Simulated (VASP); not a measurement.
# NaH (Fm-3m) in VASP: further runs

NaH is run at these levels: PBE, LDA; tasks: single point.

All numbers are computed with VASP 6.6.1; they aren't measurements. Logs are shortened: lines on timing, memory, paths and dates and some standing lists are left out, and cuts for length are marked.

## (1) The cell of the first run

The structure is cubic, space group Fm-3m (No. 225). Conventional cell: a = 4.795 Å, b = 4.795 Å, c = 4.795 Å, α = 90.00°, β = 90.00°, γ = 90.00°. Within 3.2 Å of Na (site symmetry m-3m) lie 6 H at 2.40 Å. H (site symmetry m-3m) has 6 Na at 2.40 Å within 3.2 Å.

## (2) Single point, PBE

Contents of INCAR:

```
SYSTEM = NaH
PREC = Accurate ; ENCUT = 520
EDIFF = 1E-6 ; ISMEAR = -1
SIGMA = 0.02 ; LREAL = .False.
LASPH = .True. ; NELM = 60
ALGO = Normal ; ISIF = 2
LWAVE = .False. ; LCHARG = .False.
GGA = PE ; NBANDS = 11
```

Contents of KPOINTS:

```
regular mesh
0
Gamma
  10 10 10
  0 0 0
```

Contents of POSCAR:

```
NaH
1.0
    0.0000000000      2.3975126521      2.3975126521
    2.3975126521      0.0000000000      2.3975126521
    2.3975126521      2.3975126521      0.0000000000
Na H
1 1
Direct
    0.0000000000      0.0000000000      0.0000000000
    0.5000000000      0.5000000000      0.5000000000
```

Potentials or basis: VASP PAW PBE potentials, release 64 (Na_pv, H).

Launch:

```console
$ cat potpaw_PBE.64/Na_pv/POTCAR potpaw_PBE.64/H/POTCAR > POTCAR
$ mpirun -np 1 vasp_std > vasp.out
```

OUTCAR:

```text
SYSTEM = NaH
   PREC = Accurate
   ENCUT = 520
   EDIFF = 1E-6
   ISMEAR = -1
   LREAL = .False.
   LASPH = .True.
   NELM = 60
   ISIF = 2
   GGA = PE

 ion  position               nearest neighbor table
   1  0.000  0.000  0.000-
   2  0.500  0.500  0.500-

  LATTYP: Found a face centered cubic cell.
 ALAT       =     4.7950253042

  Lattice vectors:

 A1 = (   0.0000000000,   2.3975126521,   2.3975126521)
 A2 = (   2.3975126521,   0.0000000000,   2.3975126521)
 A3 = (   2.3975126521,   2.3975126521,   0.0000000000)

Analysis of symmetry for initial positions (statically):
=====================================================================
 Subroutine PRICEL returns:
 Original cell was already a primitive cell.

 Routine SETGRP: Setting up the symmetry group for a
 face centered cubic supercell.

 Subroutine GETGRP returns: Found 48 space group operations
 (whereof 48 operations were pure point group operations)
 out of a pool of 48 trial point group operations.

The static configuration has the point symmetry O_h .

Analysis of symmetry for dynamics (positions and initial velocities):
=====================================================================
 Subroutine PRICEL returns:
 Original cell was already a primitive cell.

 Routine SETGRP: Setting up the symmetry group for a
 face centered cubic supercell.

 Subroutine GETGRP returns: Found 48 space group operations
 (whereof 48 operations were pure point group operations)
 out of a pool of 48 trial point group operations.

The dynamic configuration has the point symmetry O_h .

 Subroutine INISYM returns: Found 48 space group operations
 (whereof 48 operations are pure point group operations),
 and found     1 'primitive' translations

----------------------------------------------------------------------------------------

                                     Primitive cell

  volume of cell :      27.5621

  direct lattice vectors                    reciprocal lattice vectors
     0.000000000  2.397512652  2.397512652    -0.208549473  0.208549473  0.208549473
     2.397512652  0.000000000  2.397512652     0.208549473 -0.208549473  0.208549473
     2.397512652  2.397512652  0.000000000     0.208549473  0.208549473 -0.208549473

  length of vectors
     3.390594909  3.390594909  3.390594909     0.361218283  0.361218283  0.361218283

  position of ions in fractional coordinates (direct lattice)
     0.000000000  0.000000000  0.000000000
     0.500000000  0.500000000  0.500000000

  ion indices of the primitive-cell ions
   primitive index   ion index
                 1           1
                 2           2

----------------------------------------------------------------------------------------

 KPOINTS: regular mesh

Automatic generation of k-mesh.
 Grid dimensions read from file:
 generate k-points for:   10   10   10

 Generating k-lattice:

  Cartesian coordinates                     Fractional coordinates (reciprocal lattice)
    -0.020854947  0.020854947  0.020854947     0.100000000  0.000000000  0.000000000
     0.020854947 -0.020854947  0.020854947     0.000000000  0.100000000  0.000000000
     0.020854947  0.020854947 -0.020854947     0.000000000  0.000000000  0.100000000

  Length of vectors
     0.036121828  0.036121828  0.036121828

  Shift w.r.t. Gamma in fractional coordinates (k-lattice)
     0.000000000  0.000000000  0.000000000

 Subroutine IBZKPT returns following result:
 ===========================================

 Found     47 irreducible k-points:

 Following reciprocal coordinates:
            Coordinates               Weight
  0.000000  0.000000  0.000000      1.000000
  0.100000  0.000000  0.000000      8.000000
  0.200000  0.000000  0.000000      8.000000
  0.300000  0.000000  0.000000      8.000000
  0.400000  0.000000  0.000000      8.000000
  0.500000  0.000000  0.000000      4.000000
[... 16 lines left out ...]
  0.300000  0.300000  0.000000      6.000000
  0.400000  0.300000  0.000000     24.000000
 [... further k-points ...]
   k-points           NKPTS =     47   k-points in BZ     NKDIM =     47   number of bands    NBANDS=     11
   number of dos      NEDOS =    301   number of ions     NIONS =      2
   total plane-waves  NPLWV =  21952
   dimension x,y,z NGX =    28 NGY =   28 NGZ =   28
   dimension x,y,z NGXF=    56 NGYF=   56 NGZF=   56
   ions per type =               1   1
   NGX,Y,Z   is equivalent  to a cutoff of  13.73, 13.73, 13.73 a.u.
   NGXF,Y,Z  is equivalent  to a cutoff of  27.46, 27.46, 27.46 a.u.
 SYSTEM =  NaH
   PREC   = accura    normal or accurate (medium, high low for compatibility)
   ISTART =      0    job   : 0-new  1-cont  2-samecut
   ICHARG =      2    charge: 1-file 2-atom 10-const
   ISPIN  =      1    spin polarized calculation?
   LNONCOLLINEAR =      F non collinear calculations
   LSORBIT =      F    spin-orbit coupling
   LASPH  =      T    aspherical Exc in radial PAW
   ENCUT  =  520.0 eV  38.22 Ry    6.18 a.u.   6.30  6.30  6.30*2*pi/ulx,y,z
   NELM   =     60;   NELMIN=  2; NELMDL= -5     # of ELM steps
   EDIFF  = 0.1E-05   stopping-criterion for ELM
   LREAL  =      F    real-space projection
   EDIFFG = 0.1E-04   stopping-criterion for IOM
   NSW    =      0    number of steps for IOM
   IBRION =     -1    ionic relax: 0-MD 1-quasi-New 2-CG
   NFREE  =      0    steps in history (QN), initial steepest desc. (CG)
   ISIF   =      2    stress and relaxation
   ISYM   =      2    0-nonsym 1-usesym 2-fastsym
   POTIM  = 0.5000    time-step for ionic-motion
   TEBEG  =    0.0;   TEEND  =   0.0 temperature during run
   PSTRESS=    0.0 pullay stress
   NELECT =       8.0000    total number of electrons
   NUPDOWN=      -1.0000    fix difference up-down
   EMIN   =  10.00;   EMAX   =-10.00  energy-range for DOS
   EFERMI =   0.00;   METHOD = LEGACY
   ISMEAR =    -1;   SIGMA  =   0.02  broadening in eV -4-tet -1-fermi 0-gaus
   EFERMI_NEDOS =   21; number of points for ismear=-14 and -15
   IALGO  =     38    algorithm
   IMIX   =      4    mixing-type and parameters
     AMIX     =   0.40;   BMIX     =  1.00
     AMIX_MAG =   1.60;   BMIX_MAG =  1.00
  volume/ion in A,a.u.               =      13.78        93.00
  Fermi-wavevector in a.u.,A,eV,Ry     =   1.083928  2.048328 15.985495  1.174901
  Thomas-Fermi vector in A             =   2.220006
   LORBIT       =      0    0 simple, 1 ext, 2 COOP (PROOUT), +10 PAW based schemes
   GGA     = PE    functional components
   LHFCALC =     F    Hartree Fock is set to
   AEXX    =    0.0000 exact exchange contribution
   IVDW    =     0    specifies the selected vdW correction
   LEPSILON=     F    determine dielectric tensor
   LRPA    =     F    only Hartree local field effects (RPA)
 non-spin polarized calculation
  energy-cutoff  :      520.00
  volume of cell :       27.56
 maximum number of plane-waves:       757
 NGX is ok and might be reduce to    28
   NGX = 13   NGY = 13   NGZ = 13

 number of electron       7.9999992 magnetization

 Free energy of the ion-electron system (eV)
  ---------------------------------------------------
  ext. energy  EPLUGINS =         0.00000000
  ---------------------------------------------------
  free energy    TOTEN  =        -5.08635583 eV

  energy without entropy =       -5.08635583  energy(sigma->0) =       -5.08635583

 E-fermi :  -0.5700     XC(G=0):  -7.8486

 val. band max:       -1.0567076082   @ k =  -0.3000   0.5000   0.2000
 cond. band min:       2.7609610400   @ k =   0.5000   0.0000   0.0000
 fundamental gap:      3.8176686482
 Fermi energy:        -0.5699610409

 k-point     1 :       0.0000    0.0000    0.0000
  band No.  band energies     occupation
      1     -23.1001      2.00000
      2     -23.1001      2.00000
      3     -23.1001      2.00000
      4      -4.7222      2.00000
      5       9.5871      0.00000
      6      14.7385      0.00000
      7      14.7385      0.00000
      8      14.7385      0.00000
      9      15.6542      0.00000
     10      15.6542      0.00000
     11      15.6542      0.00000

 k-point     2 :       0.1000    0.0000    0.0000
  band No.  band energies     occupation
      1     -23.1099      2.00000
      2     -23.1013      2.00000
      3     -23.1013      2.00000
      4      -4.5464      2.00000
      5       9.0054      0.00000
      6      12.5975      0.00000
      7      14.1241      0.00000
      8      14.1241      0.00000
      9      16.4011      0.00000
     10      16.4011      0.00000
     11      16.5590      0.00000

 k-point     3 :       0.2000    0.0000    0.0000
  band No.  band energies     occupation
      1     -23.1355      2.00000
      2     -23.1043      2.00000
      3     -23.1043      2.00000
      4      -4.0358      2.00000
      5       7.3331      0.00000
      6      11.0746      0.00000
      7      13.4137      0.00000
      8      13.4137      0.00000
      9      16.8703      0.00000
     10      16.8704      0.00000
     11      17.5780      0.00000

 k-point     4 :       0.3000    0.0000    0.0000
  band No.  band energies     occupation
      1     -23.1669      2.00000
      2     -23.1081      2.00000
      3     -23.1081      2.00000
      4      -3.2530      2.00000
      5       5.2675      0.00000
      6      10.3508      0.00000
      7      12.8992      0.00000
      8      12.8992      0.00000
      9      16.2958      0.00000
     10      16.2958      0.00000
     11      18.2876      0.00000

 k-point     5 :       0.4000    0.0000    0.0000
  band No.  band energies     occupation
      1     -23.1919      2.00000
      2     -23.1111      2.00000
      3     -23.1111      2.00000
      4      -2.3734      2.00000
      5       3.5246      0.00000
      6      10.0078      0.00000
      7      12.5925      0.00000
      8      12.5925      0.00000
      9      15.7731      0.00000
     10      15.7731      0.00000
     11      18.2695      0.00000
[... 211 lines left out ...]
 k-point    21 :      -0.3000    0.2000    0.0000
  band No.  band energies     occupation
      1     -23.1766      2.00000
      2     -23.1353      2.00000
      3     -23.1123      2.00000
      4      -2.2185      2.00000
      5       4.5084      0.00000
      6       6.9573      0.00000
      7      12.1789      0.00000
      8      12.7451      0.00000
      9      17.0147      0.00000
     10      17.4548      0.00000
     11      19.5762      0.00000

 k-point    22 :      -0.2000    0.2000    0.0000
  band No.  band energies     occupation
      1     -23.1617      2.00000
      2     -23.1263      2.00000
      3     -23.1075      2.00000
      4      -3.0094      2.00000
      5       5.7704      0.00000
      6       7.7568      0.00000
      7      13.1458      0.00000
      8      13.1559      0.00000
      9      16.8049      0.00000
     10      17.5429      0.00000
     11      17.9343      0.00000

 k-point    23 :       0.3000    0.3000    0.0000
  band No.  band energies     occupation
      1     -23.1618      2.00000
      2     -23.1225      2.00000
      3     -23.1225      2.00000
      4      -2.8289      2.00000
      5       5.7354      0.00000
      6      10.1141      0.00000
      7      10.6060      0.00000
      8      10.6060      0.00000
      9      12.9412      0.00000
     10      19.8655      0.00000
     11      22.2038      0.00000

 k-point    24 :       0.4000    0.3000    0.0000
  band No.  band energies     occupation
      1     -23.1744      2.00000
      2     -23.1294      2.00000
      3     -23.1263      2.00000
      4      -2.2024      2.00000
      5       4.8963      0.00000
      6       8.3189      0.00000
      7      10.3351      0.00000
      8      11.1433      0.00000
      9      13.0737      0.00000
     10      20.2485      0.00000
     11      21.7342      0.00000

 [... further k-points ...]
[... 5 lines left out ...]
  --------------------------------------------------------------------------------------
  -------------------------------------------------------------------------------------
  Total        0.0913500      0.0913500      0.0913500      0.0000000      0.0000000     -0.0000000
  in kB        5.3101443      5.3101443      5.3101443      0.0000000      0.0000000     -0.0000000
  external PRESSURE =       5.3101443 kB  Pullay stress =       0.0000000 kB

 VOLUME and BASIS-vectors are now :
 -----------------------------------------------------------------------------
  energy-cutoff  :      520.00
  volume of cell :       27.56
      direct lattice vectors                 reciprocal lattice vectors
     0.000000000  2.397512652  2.397512652    -0.208549473  0.208549473  0.208549473
     2.397512652  0.000000000  2.397512652     0.208549473 -0.208549473  0.208549473
     2.397512652  2.397512652  0.000000000     0.208549473  0.208549473 -0.208549473

 POSITION                                       TOTAL-FORCE (eV/Angst)
 -----------------------------------------------------------------------------------
      0.00000      0.00000      0.00000         0.000000      0.000000     -0.000000
      2.39751      2.39751      2.39751        -0.000000      0.000000      0.000000
 -----------------------------------------------------------------------------------
    total drift:                               -0.000000     -0.000000      0.000000

  FREE ENERGIE OF THE ION-ELECTRON SYSTEM (eV)
  ---------------------------------------------------
  free  energy   TOTEN  =        -5.0863558344 eV

  energy  without entropy=       -5.0863558344  energy(sigma->0) =       -5.08635583
```

Wall time 7.3 s (1 thread of Intel Xeon 6975P-C (Granite Rapids), shared host); peak memory 0.15 GiB.

What came out:

| Quantity | Value |
| --- | --- |
| Free energy | -5.0864 eV |
| Pressure | 0.5 GPa |
| Band gap on the k mesh | 3.82 eV, indirect (least direct gap 4.67 eV) |

Levels at points of the mesh, in eV from the valence-band top:
| k point | band 2 | band 3 | band 4 | band 5 | band 6 | band 7 |
| --- | --- | --- | --- | --- | --- | --- |
| (0.00, 0.00, 0.00) | -22.04 | -22.04 | -3.67 | 10.64 | 15.80 | 15.80 |
| (0.50, 0.00, 0.00) | -22.06 | -22.06 | -0.85 | 3.82 | 10.96 | 13.55 |
| (0.50, 0.50, 0.00) | -22.08 | -22.08 | -0.16 | 4.70 | 10.14 | 10.84 |

A k mesh can miss the band edges. PBE gaps usually lie below the measured ones, often by a third to a half.

## (3) Single point, LDA

Contents of INCAR:

```
PREC = Accurate
ENCUT = 520
EDIFF = 1E-6
ISMEAR = 0
SIGMA = 0.01
LREAL = False
LASPH = True
NELM = 60
ALGO = Normal
ISIF = 2
LWAVE = False
LCHARG = True
LELF = True
LVHAR = True
NBANDS = 11
```

Contents of KPOINTS:

```
Automatic mesh
0
Gamma
  10 10 10
```

POSCAR is that of step 2.

Potentials or basis: VASP PAW LDA potentials, release 64 (Na_pv, H).

Launch:

```console
$ cat potpaw_LDA.64/Na_pv/POTCAR potpaw_LDA.64/H/POTCAR > POTCAR
$ mpirun -np 1 vasp_std > vasp.out
```

OUTCAR:

```text
PREC = Accurate
   ENCUT = 520
   EDIFF = 1E-6
   ISMEAR = 0
   LREAL = False
   LASPH = True
   NELM = 60
   ISIF = 2

 ion  position               nearest neighbor table
   1  0.000  0.000  0.000-
   2  0.500  0.500  0.500-

  LATTYP: Found a face centered cubic cell.
 ALAT       =     4.7950253042

  Lattice vectors:

 A1 = (   0.0000000000,   2.3975126521,   2.3975126521)
 A2 = (   2.3975126521,   0.0000000000,   2.3975126521)
 A3 = (   2.3975126521,   2.3975126521,   0.0000000000)

Analysis of symmetry for initial positions (statically):
=====================================================================
 Subroutine PRICEL returns:
 Original cell was already a primitive cell.

 Routine SETGRP: Setting up the symmetry group for a
 face centered cubic supercell.

 Subroutine GETGRP returns: Found 48 space group operations
 (whereof 48 operations were pure point group operations)
 out of a pool of 48 trial point group operations.

The static configuration has the point symmetry O_h .

Analysis of symmetry for dynamics (positions and initial velocities):
=====================================================================
 Subroutine PRICEL returns:
[... 162 lines left out ...]
 fundamental gap:      3.4627793553
 Fermi energy:        -1.0919017606

 k-point     1 :       0.0000    0.0000    0.0000
  band No.  band energies     occupation
      1     -23.2758      2.00000
      2     -23.2758      2.00000
      3     -23.2758      2.00000
      4      -4.9978      2.00000
      5       9.4521      0.00000
      6      14.2157      0.00000
      7      14.2157      0.00000
      8      14.2157      0.00000
      9      15.2637      0.00000
     10      15.2637      0.00000
     11      15.2637      0.00000
[... 309 lines left out ...]
 k-point    24 :       0.4000    0.3000    0.0000
  band No.  band energies     occupation
      1     -23.3536      2.00000
      2     -23.3064      2.00000
      3     -23.3032      2.00000
      4      -2.3965      2.00000
      5       4.5519      0.00000
      6       7.8567      0.00000
      7       9.8785      0.00000
      8      10.6642      0.00000
      9      12.6066      0.00000
     10      19.8650      0.00000
     11      21.1851      0.00000

 [... further k-points ...]
[... 5 lines left out ...]
  --------------------------------------------------------------------------------------
  -------------------------------------------------------------------------------------
  Total       -0.2871523     -0.2871523     -0.2871523      0.0000000     -0.0000000     -0.0000000
  in kB      -16.6920708    -16.6920708    -16.6920708      0.0000000     -0.0000000     -0.0000000
  external PRESSURE =     -16.6920708 kB  Pullay stress =       0.0000000 kB

 VOLUME and BASIS-vectors are now :
 -----------------------------------------------------------------------------
  energy-cutoff  :      520.00
  volume of cell :       27.56
      direct lattice vectors                 reciprocal lattice vectors
     0.000000000  2.397512652  2.397512652    -0.208549473  0.208549473  0.208549473
     2.397512652  0.000000000  2.397512652     0.208549473 -0.208549473  0.208549473
     2.397512652  2.397512652  0.000000000     0.208549473  0.208549473 -0.208549473

 POSITION                                       TOTAL-FORCE (eV/Angst)
 -----------------------------------------------------------------------------------
      0.00000      0.00000      0.00000        -0.000000      0.000000     -0.000000
      2.39751      2.39751      2.39751         0.000000      0.000000      0.000000
 -----------------------------------------------------------------------------------
    total drift:                               -0.000000     -0.000000     -0.000000

  FREE ENERGIE OF THE ION-ELECTRON SYSTEM (eV)
  ---------------------------------------------------
  free  energy   TOTEN  =        -5.3993141767 eV

  energy  without entropy=       -5.3993141767  energy(sigma->0) =       -5.39931418
```

Wall time 6.6 s (1 thread of Intel Xeon 6975P-C (Granite Rapids), shared host); peak memory 0.14 GiB.

What came out:

```yaml
Free_energy: -5.3993 eV
Pressure: -1.7 GPa
Band_gap_on_the_k_mesh: 3.46 eV, indirect (least direct gap 4.37 eV)
```

A k mesh can miss the band edges. As with any semilocal functional, this LDA gap is likely too small.
